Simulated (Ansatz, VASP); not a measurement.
Rh: VASP beside Ansatz

```
CELL_PARAMETERS angstrom
0.00000 1.91597 1.91597
1.91597 0.00000 1.91597
1.91597 1.91597 0.00000
ATOMIC_POSITIONS crystal
Rh 0.00000 0.00000 0.00000
```

Alike in both runs: functional PBE; k mesh 19 × 19 × 19; occupations fermi-dirac, width 0.1 eV; collinear spin.

Ansatz relaxed the structure, and its values are those at the end. VASP's run is a single point on that final structure, the one shown.

|  | VASP | Ansatz |
| --- | --- | --- |
| version | VASP 6.6.1 | Ansatz 0.2.0 |
| potentials or method | VASP PAW PBE potentials, release 64 (Rh_pv) | PAW with Ansatz's default frozen-core files, scalar-relativistic |
| plane-wave cutoff (eV) | 520 | 420 |
| valence electrons in the cell | 15 | 17 |

|  | VASP | Ansatz | Ansatz less VASP |
| --- | --- | --- | --- |
| gap on the k mesh at the Fermi level (eV) | none | none | - |
| pressure (GPa) | 0.0 | 0.0 | +0.02 |
| net moment per atom (μB) | 0.00 | 0.00 | 0.000 |

A gap of «none» marks a metal or a gap that the smearing closes. With one functional, cell and mesh, what is left measures potentials, basis and numerics. VASP's potentials hold 15 valence electrons a cell and Ansatz's 17, so a difference there can come from the potentials and not from the codes. Ansatz's warnings: seeded moment not kept.
